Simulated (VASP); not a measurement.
# NaI (Fm-3m) in VASP: further runs

The runs below take NaI through single point, with PBE.

Program: VASP 6.6.1. These are calculated values, not measurements. Logs are shortened: lines on timing, memory, paths and dates and some standing lists are left out, and cuts for length are marked.

### 1 The cell of the first run

Symmetry: Fm-3m, No. 225, cubic system. Conventional cell: a = 6.279 Å, b = 6.279 Å, c = 6.279 Å, α = 90.00°, β = 90.00°, γ = 90.00°. Within 4.1 Å of Na (site symmetry m-3m) lie 6 I at 3.14 Å. I (site symmetry m-3m) has 6 Na at 3.14 Å within 4.1 Å.

### 2 Single point, PBE (strain -0.030 along x and y, -0.030 along z)

INCAR

```
PREC = Accurate ; ENCUT = 520
EDIFF = 1E-7 ; ISMEAR = 0
SIGMA = 0.05 ; LREAL = F
LASPH = T ; NELM = 100
ALGO = Normal ; ISIF = 2
LWAVE = F ; LCHARG = T
GGA = PE ; LELF = T
LVHAR = T ; NBANDS = 14
```

KPOINTS

```
Automatic mesh
0
Gamma
  6 6 6
```

POSCAR

```
NaI
1.0
    0.0000000000      3.1393080000      3.1393080000
    3.1393080000      0.0000000000      3.1393080000
    3.1393080000      3.1393080000      0.0000000000
Na I
1 1
Direct
    0.0000000000      0.0000000000      0.0000000000
    0.5000000000      0.5000000000      0.5000000000
```

Potentials or basis: VASP PAW PBE potentials, release 64 (Na_pv, I).

Started as:

```
> cat potpaw_PBE.64/Na_pv/POTCAR potpaw_PBE.64/I/POTCAR > POTCAR
> mpirun -np 1 vasp_std > vasp.out
```

OUTCAR:

```text
PREC = Accurate
   ENCUT = 520
   EDIFF = 1E-7
   ISMEAR = 0
   LREAL = F
   LASPH = T
   NELM = 100
   ISIF = 2
   GGA = PE

 ion  position               nearest neighbor table
   1  0.000  0.000  0.000-   2 3.14   2 3.14   2 3.14   2 3.14   2 3.14   2 3.14
   2  0.500  0.500  0.500-   1 3.14   1 3.14   1 3.14   1 3.14   1 3.14   1 3.14

  LATTYP: Found a face centered cubic cell.
 ALAT       =     6.2786160000

  Lattice vectors:

 A1 = (   0.0000000000,   3.1393080000,   3.1393080000)
 A2 = (   3.1393080000,   0.0000000000,   3.1393080000)
 A3 = (   3.1393080000,   3.1393080000,   0.0000000000)

Analysis of symmetry for initial positions (statically):
=====================================================================
 Subroutine PRICEL returns:
 Original cell was already a primitive cell.

 Routine SETGRP: Setting up the symmetry group for a
 face centered cubic supercell.

 Subroutine GETGRP returns: Found 48 space group operations
 (whereof 48 operations were pure point group operations)
 out of a pool of 48 trial point group operations.

The static configuration has the point symmetry O_h .

Analysis of symmetry for dynamics (positions and initial velocities):
=====================================================================
 Subroutine PRICEL returns:
 Original cell was already a primitive cell.

 Routine SETGRP: Setting up the symmetry group for a
 face centered cubic supercell.

 Subroutine GETGRP returns: Found 48 space group operations
 (whereof 48 operations were pure point group operations)
 out of a pool of 48 trial point group operations.

The dynamic configuration has the point symmetry O_h .

 Subroutine INISYM returns: Found 48 space group operations
 (whereof 48 operations are pure point group operations),
 and found     1 'primitive' translations

----------------------------------------------------------------------------------------

                                     Primitive cell

  volume of cell :      61.8774

  direct lattice vectors                    reciprocal lattice vectors
     0.000000000  3.139308000  3.139308000    -0.159270769  0.159270769  0.159270769
     3.139308000  0.000000000  3.139308000     0.159270769 -0.159270769  0.159270769
     3.139308000  3.139308000  0.000000000     0.159270769  0.159270769 -0.159270769

  length of vectors
     4.439651950  4.439651950  4.439651950     0.275865064  0.275865064  0.275865064

  position of ions in fractional coordinates (direct lattice)
     0.000000000  0.000000000  0.000000000
     0.500000000  0.500000000  0.500000000

  ion indices of the primitive-cell ions
   primitive index   ion index
                 1           1
                 2           2

----------------------------------------------------------------------------------------

 KPOINTS: Automatic mesh

Automatic generation of k-mesh.
 Grid dimensions read from file:
 generate k-points for:    6    6    6

 Generating k-lattice:

  Cartesian coordinates                     Fractional coordinates (reciprocal lattice)
    -0.026545128  0.026545128  0.026545128     0.166666667  0.000000000  0.000000000
     0.026545128 -0.026545128  0.026545128     0.000000000  0.166666667  0.000000000
     0.026545128  0.026545128 -0.026545128     0.000000000  0.000000000  0.166666667

  Length of vectors
     0.045977511  0.045977511  0.045977511

  Shift w.r.t. Gamma in fractional coordinates (k-lattice)
     0.000000000  0.000000000  0.000000000

 Subroutine IBZKPT returns following result:
 ===========================================

 Found     16 irreducible k-points:

 Following reciprocal coordinates:
            Coordinates               Weight
  0.000000  0.000000  0.000000      1.000000
  0.166667  0.000000  0.000000      8.000000
  0.333333  0.000000  0.000000      8.000000
  0.500000  0.000000  0.000000      4.000000
  0.166667  0.166667  0.000000      6.000000
  0.333333  0.166667  0.000000     24.000000
[... 8 lines left out ...]
 -0.333333  0.333333  0.166667     24.000000
 -0.333333  0.500000  0.166667     12.000000
   k-points           NKPTS =     16   k-points in BZ     NKDIM =     16   number of bands    NBANDS=     14
   number of dos      NEDOS =    301   number of ions     NIONS =      2
   total plane-waves  NPLWV =  46656
   dimension x,y,z NGX =    36 NGY =   36 NGZ =   36
   dimension x,y,z NGXF=    72 NGYF=   72 NGZF=   72
   ions per type =               1   1
   NGX,Y,Z   is equivalent  to a cutoff of  13.48, 13.48, 13.48 a.u.
   NGXF,Y,Z  is equivalent  to a cutoff of  26.96, 26.96, 26.96 a.u.
 SYSTEM =  unknown system
   PREC   = accura    normal or accurate (medium, high low for compatibility)
   ISTART =      0    job   : 0-new  1-cont  2-samecut
   ICHARG =      2    charge: 1-file 2-atom 10-const
   ISPIN  =      1    spin polarized calculation?
   LNONCOLLINEAR =      F non collinear calculations
   LSORBIT =      F    spin-orbit coupling
   LASPH  =      T    aspherical Exc in radial PAW
   ENCUT  =  520.0 eV  38.22 Ry    6.18 a.u.   8.25  8.25  8.25*2*pi/ulx,y,z
   NELM   =    100;   NELMIN=  2; NELMDL= -5     # of ELM steps
   EDIFF  = 0.1E-06   stopping-criterion for ELM
   LREAL  =      F    real-space projection
   EDIFFG = 0.1E-05   stopping-criterion for IOM
   NSW    =      0    number of steps for IOM
   IBRION =     -1    ionic relax: 0-MD 1-quasi-New 2-CG
   NFREE  =      0    steps in history (QN), initial steepest desc. (CG)
   ISIF   =      2    stress and relaxation
   ISYM   =      2    0-nonsym 1-usesym 2-fastsym
   POTIM  = 0.5000    time-step for ionic-motion
   TEBEG  =    0.0;   TEEND  =   0.0 temperature during run
   PSTRESS=    0.0 pullay stress
   NELECT =      14.0000    total number of electrons
   NUPDOWN=      -1.0000    fix difference up-down
   EMIN   =  10.00;   EMAX   =-10.00  energy-range for DOS
   EFERMI =   0.00;   METHOD = LEGACY
   ISMEAR =     0;   SIGMA  =   0.05  broadening in eV -4-tet -1-fermi 0-gaus
   EFERMI_NEDOS =   21; number of points for ismear=-14 and -15
   IALGO  =     38    algorithm
   IMIX   =      4    mixing-type and parameters
     AMIX     =   0.40;   BMIX     =  1.00
     AMIX_MAG =   1.60;   BMIX_MAG =  1.00
  volume/ion in A,a.u.               =      30.94       208.78
  Fermi-wavevector in a.u.,A,eV,Ry     =   0.997563  1.885120 13.539587  0.995132
  Thomas-Fermi vector in A             =   2.129727
   LORBIT       =      0    0 simple, 1 ext, 2 COOP (PROOUT), +10 PAW based schemes
   GGA     = PE    functional components
   LHFCALC =     F    Hartree Fock is set to
   AEXX    =    0.0000 exact exchange contribution
   IVDW    =     0    specifies the selected vdW correction
   LEPSILON=     F    determine dielectric tensor
   LRPA    =     F    only Hartree local field effects (RPA)
 non-spin polarized calculation
 Gauss-broadening in eV      SIGMA  =   0.05
  energy-cutoff  :      520.00
  volume of cell :       61.88
 maximum number of plane-waves:      1687
 NGX is ok and might be reduce to    36
   NGX = 17   NGY = 17   NGZ = 17

 number of electron      14.0000008 magnetization

 Free energy of the ion-electron system (eV)
  ---------------------------------------------------
  ext. energy  EPLUGINS =         0.00000000
  ---------------------------------------------------
  free energy    TOTEN  =        -5.33583391 eV

  energy without entropy =       -5.33583391  energy(sigma->0) =       -5.33583391

 E-fermi :   1.7551     XC(G=0):  -8.0787

 val. band max:        1.4820747325   @ k =   0.0000   0.0000   0.0000
 cond. band min:       5.3867235023   @ k =   0.0000   0.0000   0.0000
 fundamental gap:      3.9046487698
 Fermi energy:         1.7551122367

 k-point     1 :       0.0000    0.0000    0.0000
  band No.  band energies     occupation
      1     -20.8715      2.00000
      2     -20.8715      2.00000
      3     -20.8715      2.00000
      4      -9.7933      2.00000
      5       1.4821      2.00000
      6       1.4821      2.00000
      7       1.4821      2.00000
      8       5.3867      0.00000
      9       9.4003      0.00000
     10       9.4003      0.00000
     11       9.4003      0.00000
     12      11.3757      0.00000
     13      11.3757      0.00000
     14      11.9643      0.00000

 k-point     2 :       0.1667    0.0000    0.0000
  band No.  band energies     occupation
      1     -20.8736      2.00000
      2     -20.8716      2.00000
      3     -20.8716      2.00000
      4      -9.6975      2.00000
      5       0.6325      2.00000
      6       1.3896      2.00000
      7       1.3896      2.00000
      8       6.2407      0.00000
      9       8.9613      0.00000
     10       9.6325      0.00000
     11       9.6325      0.00000
     12      10.8687      0.00000
     13      10.8687      0.00000
     14      12.6003      0.00000

 k-point     3 :       0.3333    0.0000    0.0000
  band No.  band energies     occupation
      1     -20.8779      2.00000
      2     -20.8718      2.00000
      3     -20.8718      2.00000
      4      -9.4916      2.00000
      5      -0.5570      2.00000
      6       1.2186      2.00000
      7       1.2186      2.00000
      8       6.6830      0.00000
      9       9.2563      0.00000
     10       9.2563      0.00000
     11       9.9441      0.00000
     12      11.8714      0.00000
     13      11.9538      0.00000
     14      11.9538      0.00000
[... 188 lines left out ...]
 k-point    15 :      -0.3333    0.3333    0.1667
  band No.  band energies     occupation
      1     -20.8774      2.00000
      2     -20.8749      2.00000
      3     -20.8732      2.00000
      4      -9.2984      2.00000
      5      -0.5233      2.00000
      6       0.0989      2.00000
      7       0.7119      2.00000
      8       7.6639      0.00000
      9       8.2407      0.00000
     10       9.5674      0.00000
     11      10.2156      0.00000
     12      12.1975      0.00000
     13      13.7446      0.00000
     14      14.8690      0.00000

 k-point    16 :      -0.3333    0.5000    0.1667
  band No.  band energies     occupation
      1     -20.8768      2.00000
      2     -20.8750      2.00000
      3     -20.8743      2.00000
      4      -9.2733      2.00000
      5      -0.4719      2.00000
      6       0.1785      2.00000
      7       0.4339      2.00000
      8       6.9921      0.00000
      9       7.9384      0.00000
     10      10.3315      0.00000
     11      10.3948      0.00000
     12      13.6416      0.00000
     13      14.4163      0.00000
     14      14.6460      0.00000

------------------------ aborting loop because EDIFF is reached ----------------------------------------

  FORCE on cell =-STRESS in cart. coord.  units (eV):
  Direction    XX          YY          ZZ          XY          YZ          ZX
  --------------------------------------------------------------------------------------
  -------------------------------------------------------------------------------------
  Total        0.9135468      0.9135468      0.9135468     -0.0000000     -0.0000000      0.0000000
  in kB       23.6542738     23.6542738     23.6542738     -0.0000000     -0.0000000      0.0000000
  external PRESSURE =      23.6542738 kB  Pullay stress =       0.0000000 kB

 VOLUME and BASIS-vectors are now :
 -----------------------------------------------------------------------------
  energy-cutoff  :      520.00
  volume of cell :       61.88
      direct lattice vectors                 reciprocal lattice vectors
     0.000000000  3.139308000  3.139308000    -0.159270769  0.159270769  0.159270769
     3.139308000  0.000000000  3.139308000     0.159270769 -0.159270769  0.159270769
     3.139308000  3.139308000  0.000000000     0.159270769  0.159270769 -0.159270769

 POSITION                                       TOTAL-FORCE (eV/Angst)
 -----------------------------------------------------------------------------------
      0.00000      0.00000      0.00000         0.000000      0.000000      0.000000
      3.13931      3.13931      3.13931        -0.000000     -0.000000     -0.000000
 -----------------------------------------------------------------------------------
    total drift:                                0.000000      0.000000      0.000000

  FREE ENERGIE OF THE ION-ELECTRON SYSTEM (eV)
  ---------------------------------------------------
  free  energy   TOTEN  =        -5.3358339116 eV

  energy  without entropy=       -5.3358339116  energy(sigma->0) =       -5.33583391
```

Wall time 39 s (1 thread of AMD EPYC 7R13, shared host); peak memory 0.17 GiB.

What came out:

| Item | Value |
| --- | --- |
| Free energy | -5.3358 eV |
| Pressure | 2.4 GPa |
| Band gap on the k mesh | 3.90 eV |

Levels at points of the mesh, in eV from the valence-band top:
```csv
k point,band 4,band 5,band 6,band 7,band 8,band 9,band 10,band 11
"(0.00, 0.00, 0.00)",-11.28,0.00,0.00,0.00,3.90,7.92,7.92,7.92
"(0.50, 0.00, 0.00)",-10.86,-2.53,-0.34,-0.34,5.11,7.52,7.52,9.42
"(0.50, 0.50, 0.00)",-10.76,-2.22,-0.88,-0.88,4.56,5.37,10.47,11.86
```

Caveat: the cell differs from its parent crystal (strain -0.030 along x and y, -0.030 along z); spin-orbit coupling is left out, which moves the levels of the heavy elements.

(Part 1 of 2 ends here.)
